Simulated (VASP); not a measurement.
# Sn (R-3m) in VASP: further runs

Runs on Sn. Level: PBEsol. Tasks: single point.

Program: VASP 6.6.1. These are calculated values, not measurements. Logs are shortened: lines on timing, memory, paths and dates and some standing lists are left out, and cuts for length are marked.

**1. The cell of the first run**

Symmetry: R-3m, No. 166, trigonal system. The conventional cell has a = 4.573 Å, b = 4.573 Å, c = 11.201 Å, α = 90.00°, β = 90.00°, γ = 120.00°. Within 2.4 Å of Sn (site symmetry 3m) lie 1 Sn at 1.79 Å.

**2. Single point, PBEsol (shortest bond scaled by 0.64)**

File INCAR:

```
PREC = Accurate
ENCUT = 520
EDIFF = 1E-6
ISMEAR = -1
SIGMA = 0.05
LREAL = F
LASPH = T
NELM = 60
ALGO = Normal
ISIF = 2
LWAVE = F
LCHARG = F
GGA = PS
NBANDS = 21
```

File KPOINTS:

```
regular mesh
0
Gamma
  8 8 8
```

File POSCAR:

```
Sn
1.0
    0.0000000000      3.2333428000      3.2333428000
    3.2333428000      0.0000000000      3.2333428000
    3.2333428000      3.2333428000      0.0000000000
Sn
2
Direct
   -0.1350000000      0.0450000000      0.0450000000
    0.3850000000      0.2050000000      0.2050000000
```

Potentials or basis: VASP PAW PBE potentials, release 64 (Sn_d).

Started as:

```sh
cat potpaw_PBE.64/Sn_d/POTCAR > POTCAR
mpirun -np 1 vasp_std > vasp.out
```

OUTCAR:

```text
PREC = Accurate
   ENCUT = 520
   EDIFF = 1E-6
   ISMEAR = -1
   LREAL = F
   LASPH = T
   NELM = 60
   ISIF = 2
   GGA = PS

 ion  position               nearest neighbor table
   1  0.865  0.045  0.045-   2 1.79   2 3.28   2 3.28   2 3.28
   2  0.385  0.205  0.205-   1 1.79   1 3.28   1 3.28   1 3.28

 -----------------------------------------------------------------------------
|                                                                             |
|           W    W    AA    RRRRR   N    N  II  N    N   GGGG   !!!           |
|           W    W   A  A   R    R  NN   N  II  NN   N  G    G  !!!           |
|           W    W  A    A  R    R  N N  N  II  N N  N  G       !!!           |
|           W WW W  AAAAAA  RRRRR   N  N N  II  N  N N  G  GGG   !            |
|           WW  WW  A    A  R   R   N   NN  II  N   NN  G    G                |
|           W    W  A    A  R    R  N    N  II  N    N   GGGG   !!!           |
|                                                                             |
|     The distance between some ions is very small. Please check the          |
|     nearest-neighbor list in the OUTCAR file.                               |
|     I HOPE YOU KNOW WHAT YOU ARE DOING!                                     |
|                                                                             |
 -----------------------------------------------------------------------------

  LATTYP: Found a face centered cubic cell.
 ALAT       =     6.4666856000

  Lattice vectors:

 A1 = (   0.0000000000,   3.2333428000,   3.2333428000)
 A2 = (   3.2333428000,   0.0000000000,   3.2333428000)
 A3 = (   3.2333428000,   3.2333428000,   0.0000000000)

Analysis of symmetry for initial positions (statically):
=====================================================================
 Subroutine PRICEL returns:
 Original cell was already a primitive cell.

 Routine SETGRP: Setting up the symmetry group for a
 face centered cubic supercell.

 Subroutine GETGRP returns: Found 12 space group operations
 (whereof  6 operations were pure point group operations)
 out of a pool of 48 trial point group operations.

The static configuration has the point symmetry C_3v.
 The point group associated with its full space group is D_3d.

Analysis of symmetry for dynamics (positions and initial velocities):
=====================================================================
 Subroutine PRICEL returns:
 Original cell was already a primitive cell.

 Routine SETGRP: Setting up the symmetry group for a
 face centered cubic supercell.

 Subroutine GETGRP returns: Found 12 space group operations
 (whereof  6 operations were pure point group operations)
 out of a pool of 48 trial point group operations.

The dynamic configuration has the point symmetry C_3v.
 The point group associated with its full space group is D_3d.

 Subroutine INISYM returns: Found 12 space group operations
 (whereof  6 operations are pure point group operations),
 and found     1 'primitive' translations

----------------------------------------------------------------------------------------

                                     Primitive cell

  volume of cell :      67.6060

  direct lattice vectors                    reciprocal lattice vectors
     0.000000000  3.233342800  3.233342800    -0.154638723  0.154638723  0.154638723
     3.233342800  0.000000000  3.233342800     0.154638723 -0.154638723  0.154638723
     3.233342800  3.233342800  0.000000000     0.154638723  0.154638723 -0.154638723

  length of vectors
     4.572637240  4.572637240  4.572637240     0.267842124  0.267842124  0.267842124

  position of ions in fractional coordinates (direct lattice)
     0.865000000  0.045000000  0.045000000
     0.385000000  0.205000000  0.205000000

  ion indices of the primitive-cell ions
   primitive index   ion index
                 1           1
                 2           2

----------------------------------------------------------------------------------------

 KPOINTS: regular mesh

Automatic generation of k-mesh.
 Grid dimensions read from file:
 generate k-points for:    8    8    8

 Generating k-lattice:

  Cartesian coordinates                     Fractional coordinates (reciprocal lattice)
    -0.019329840  0.019329840  0.019329840     0.125000000  0.000000000  0.000000000
     0.019329840 -0.019329840  0.019329840     0.000000000  0.125000000  0.000000000
     0.019329840  0.019329840 -0.019329840     0.000000000  0.000000000  0.125000000

  Length of vectors
     0.033480266  0.033480266  0.033480266

  Shift w.r.t. Gamma in fractional coordinates (k-lattice)
     0.000000000  0.000000000  0.000000000

 Subroutine IBZKPT returns following result:
 ===========================================

 Found     65 irreducible k-points:

 Following reciprocal coordinates:
            Coordinates               Weight
  0.000000  0.000000  0.000000      1.000000
  0.125000  0.000000  0.000000      2.000000
  0.000000  0.125000  0.000000      6.000000
  0.250000  0.000000  0.000000      2.000000
  0.000000  0.250000  0.000000      6.000000
  0.375000  0.000000  0.000000      2.000000
[... 16 lines left out ...]
 -0.250000  0.125000  0.000000      6.000000
  0.000000 -0.250000  0.125000     12.000000
 [... further k-points ...]
   k-points           NKPTS =     65   k-points in BZ     NKDIM =     65   number of bands    NBANDS=     21
   number of dos      NEDOS =    301   number of ions     NIONS =      2
   total plane-waves  NPLWV =  46656
   dimension x,y,z NGX =    36 NGY =   36 NGZ =   36
   dimension x,y,z NGXF=    72 NGYF=   72 NGZF=   72
   ions per type =               2
   NGX,Y,Z   is equivalent  to a cutoff of  13.09, 13.09, 13.09 a.u.
   NGXF,Y,Z  is equivalent  to a cutoff of  26.18, 26.18, 26.18 a.u.
 SYSTEM =  unknown system
   PREC   = accura    normal or accurate (medium, high low for compatibility)
   ISTART =      0    job   : 0-new  1-cont  2-samecut
   ICHARG =      2    charge: 1-file 2-atom 10-const
   ISPIN  =      1    spin polarized calculation?
   LNONCOLLINEAR =      F non collinear calculations
   LSORBIT =      F    spin-orbit coupling
   LASPH  =      T    aspherical Exc in radial PAW
   ENCUT  =  520.0 eV  38.22 Ry    6.18 a.u.   8.50  8.50  8.50*2*pi/ulx,y,z
   NELM   =     60;   NELMIN=  2; NELMDL= -5     # of ELM steps
   EDIFF  = 0.1E-05   stopping-criterion for ELM
   LREAL  =      F    real-space projection
   EDIFFG = 0.1E-04   stopping-criterion for IOM
   NSW    =      0    number of steps for IOM
   IBRION =     -1    ionic relax: 0-MD 1-quasi-New 2-CG
   NFREE  =      0    steps in history (QN), initial steepest desc. (CG)
   ISIF   =      2    stress and relaxation
   ISYM   =      2    0-nonsym 1-usesym 2-fastsym
   POTIM  = 0.5000    time-step for ionic-motion
   TEBEG  =    0.0;   TEEND  =   0.0 temperature during run
   PSTRESS=    0.0 pullay stress
   NELECT =      28.0000    total number of electrons
   NUPDOWN=      -1.0000    fix difference up-down
   EMIN   =  10.00;   EMAX   =-10.00  energy-range for DOS
   EFERMI =   0.00;   METHOD = LEGACY
   ISMEAR =    -1;   SIGMA  =   0.05  broadening in eV -4-tet -1-fermi 0-gaus
   EFERMI_NEDOS =   21; number of points for ismear=-14 and -15
   IALGO  =     38    algorithm
   IMIX   =      4    mixing-type and parameters
     AMIX     =   0.40;   BMIX     =  1.00
     AMIX_MAG =   1.60;   BMIX_MAG =  1.00
  volume/ion in A,a.u.               =      33.80       228.11
  Fermi-wavevector in a.u.,A,eV,Ry     =   1.220298  2.306028 20.260793  1.489126
  Thomas-Fermi vector in A             =   2.355520
   LORBIT       =      0    0 simple, 1 ext, 2 COOP (PROOUT), +10 PAW based schemes
   GGA     = PS    functional components
   LHFCALC =     F    Hartree Fock is set to
   AEXX    =    0.0000 exact exchange contribution
   IVDW    =     0    specifies the selected vdW correction
   LEPSILON=     F    determine dielectric tensor
   LRPA    =     F    only Hartree local field effects (RPA)
 non-spin polarized calculation
  energy-cutoff  :      520.00
  volume of cell :       67.61
 maximum number of plane-waves:      1841
 NGX is ok and might be reduce to    36
   NGX = 17   NGY = 17   NGZ = 17

 number of electron      27.9999998 magnetization

 Free energy of the ion-electron system (eV)
  ---------------------------------------------------
  ext. energy  EPLUGINS =         0.00000000
  ---------------------------------------------------
  free energy    TOTEN  =         4.23673784 eV

  energy without entropy =        4.24462142  energy(sigma->0) =        4.24067963

 E-fermi :   5.0016     XC(G=0):  -9.0620

 val. band max:        4.9686467341   @ k =   0.1250   0.0000  -0.3750
 cond. band min:       5.0344046026   @ k =   0.0000  -0.2500   0.2500
 fundamental gap:      0.0657578685
 Fermi energy:         5.0016104386

 k-point     1 :       0.0000    0.0000    0.0000
  band No.  band energies     occupation
      1     -21.1250      2.00000
      2     -19.3639      2.00000
      3     -19.3639      2.00000
      4     -17.3204      2.00000
      5     -17.3204      2.00000
      6     -16.7433      2.00000
[... 13 lines left out ...]
     20      13.0571      0.00000
     21      13.0571      0.00000

 k-point     2 :       0.1250    0.0000    0.0000
  band No.  band energies     occupation
      1     -21.1285      2.00000
      2     -19.3712      2.00000
      3     -19.3712      2.00000
      4     -17.3180      2.00000
      5     -17.3180      2.00000
      6     -16.7467      2.00000
[... 13 lines left out ...]
     20      12.2045      0.00000
     21      12.2885      0.00000

 k-point     3 :       0.0000    0.1250    0.0000
  band No.  band energies     occupation
      1     -21.1261      2.00000
      2     -19.3697      2.00000
      3     -19.3633      2.00000
      4     -17.3216      2.00000
      5     -17.3168      2.00000
      6     -16.7471      2.00000
[... 13 lines left out ...]
     20      12.6592      0.00000
     21      12.7427      0.00000
[... 457 lines left out ...]
 k-point    23 :      -0.2500    0.1250    0.0000
  band No.  band energies     occupation
      1     -21.1401      2.00000
      2     -19.4017      2.00000
      3     -19.3870      2.00000
      4     -17.3188      2.00000
      5     -17.3070      2.00000
      6     -16.7582      2.00000
[... 13 lines left out ...]
     20      12.4058      0.00000
     21      13.6849      0.00000

 k-point    24 :       0.0000   -0.2500    0.1250
  band No.  band energies     occupation
      1     -21.1299      2.00000
      2     -19.3852      2.00000
      3     -19.3657      2.00000
      4     -17.3219      2.00000
      5     -17.3088      2.00000
      6     -16.7540      2.00000
[... 13 lines left out ...]
     20      12.7230      0.00000
     21      14.7805      0.00000

 [... further k-points ...]

------------------------ aborting loop because EDIFF is reached ----------------------------------------

  FORCE on cell =-STRESS in cart. coord.  units (eV):
  Direction    XX          YY          ZZ          XY          YZ          ZX
  --------------------------------------------------------------------------------------
  -------------------------------------------------------------------------------------
  Total       24.0919447     24.0919447     24.0919447    -25.6453292     25.6453292    -25.6453292
  in kB      570.9488352    570.9488352    570.9488352   -607.7620976    607.7620976   -607.7620976
  external PRESSURE =     570.9488352 kB  Pullay stress =       0.0000000 kB

 VOLUME and BASIS-vectors are now :
 -----------------------------------------------------------------------------
  energy-cutoff  :      520.00
  volume of cell :       67.61
      direct lattice vectors                 reciprocal lattice vectors
     0.000000000  3.233342800  3.233342800    -0.154638723  0.154638723  0.154638723
     3.233342800  0.000000000  3.233342800     0.154638723 -0.154638723  0.154638723
     3.233342800  3.233342800  0.000000000     0.154638723  0.154638723 -0.154638723

 POSITION                                       TOTAL-FORCE (eV/Angst)
 -----------------------------------------------------------------------------------
      0.29100      2.94234      2.94234       -25.275423     25.275423     25.275423
      1.32567      1.90767      1.90767        25.275423    -25.275423    -25.275423
 -----------------------------------------------------------------------------------
    total drift:                                0.000000      0.000000      0.000000

  FREE ENERGIE OF THE ION-ELECTRON SYSTEM (eV)
  ---------------------------------------------------
  free  energy   TOTEN  =         4.2367378413 eV

  energy  without entropy=        4.2446214235  energy(sigma->0) =        4.24067963
```

It took 2.7 min on 1 thread of Intel Xeon 8259CL, shared host; peak memory 0.24 GiB.

Results:

```yaml
Free_energy: 4.2367 eV
Pressure: 57.1 GPa
Largest_force: 43.778 eV/Å
Band_gap_on_the_k_mesh: zero (bands 14 and 15 overlap by 1.18 eV)
```

Forces on the atoms (eV/Å):
```
Sn  -25.275  25.275  25.275
Sn   25.275 -25.275 -25.275
```

Stress tensor (GPa, compression positive):
```
 57.09 -60.78 -60.78
-60.78  57.09  60.78
-60.78  60.78  57.09
```

Caveat: the cell differs from its parent crystal (shortest bond scaled by 0.64); atoms lie so close that the PAW spheres overlap strongly, which falsifies energies and pressures; the cell stands under pressure; the PAW data sets were made with another functional, which shifts forces and pressure a little; spin-orbit coupling is left out, which moves the levels of the heavy elements.

(Part 1 of 3 ends here.)
